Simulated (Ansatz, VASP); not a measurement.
**AgBr in VASP and in Ansatz**

The input INCAR:

```
PREC = Accurate ; ENCUT = 500
EDIFF = 1E-6 ; ISMEAR = 0
SIGMA = 0.1 ; LREAL = False
LASPH = True ; NELM = 120
ALGO = Normal ; ISIF = 2
LWAVE = False ; LCHARG = True
GGA = PS ; LELF = True
LVHAR = True ; NBANDS = 16
GGA_COMPAT = False
```

KPOINTS

```
regular mesh
0
Gamma
  6 6 6
```

The input POSCAR:

```
AgBr
1.0
    0.0000000000      2.8701500000      2.8701500000
    2.8701500000      0.0000000000      2.8701500000
    2.8701500000      2.8701500000      0.0000000000
Ag Br
1 1
Direct
    0.0000000000      0.0000000000      0.0000000000
    0.5000000000      0.5000000000      0.5000000000
```

Input for Ansatz:

```yaml
crystal:
  lattice:
    - [0.0, 2.87015, 2.87015]
    - [2.87015, 0.0, 2.87015]
    - [2.87015, 2.87015, 0.0]
  atoms:
    - { symbol: Ag, position: [0.0, 0.0, 0.0] }
    - { symbol: Br, position: [0.5, 0.5, 0.5] }
basis:
  ecutwfc: 420
kpoints:
  mp_grid: { grid: [6, 6, 6] }
hamiltonian:
  xc: pbesol
scf:
  occupations: { method: gaussian, width: 0.1 }
output:
  forces: true
  stress: true
  eigenvalues: true
```

Alike in both runs: task single point; functional PBEsol; k mesh 6 × 6 × 6; occupations gaussian, width 0.1 eV; no spin polarisation.

```csv
,VASP,Ansatz
version,VASP 6.6.1,Ansatz 0.2.0
potentials or method,"VASP PAW PBE potentials, release 64 (Ag, Br), cutoff 500 eV","scalar-relativistic, plane waves, PAW"
valence electrons in the cell,18,26
```

Ansatz gave:

| Property | Result |
| --- | --- |
| gap on the k mesh at the Fermi level (eV) | 0.50 |
| least direct gap on the mesh (eV) | 2.45 |
| pressure (GPa) | -1.6 |

Estimate VASP's values.

gap on the k mesh at the Fermi level (eV): 0.50; least direct gap on the mesh (eV): 2.45; pressure (GPa): -1.7.

VASP's potentials were made for PBE, not for PBEsol. VASP's potentials hold 18 valence electrons a cell and Ansatz's 26, so a difference there can come from the potentials and not from the codes.
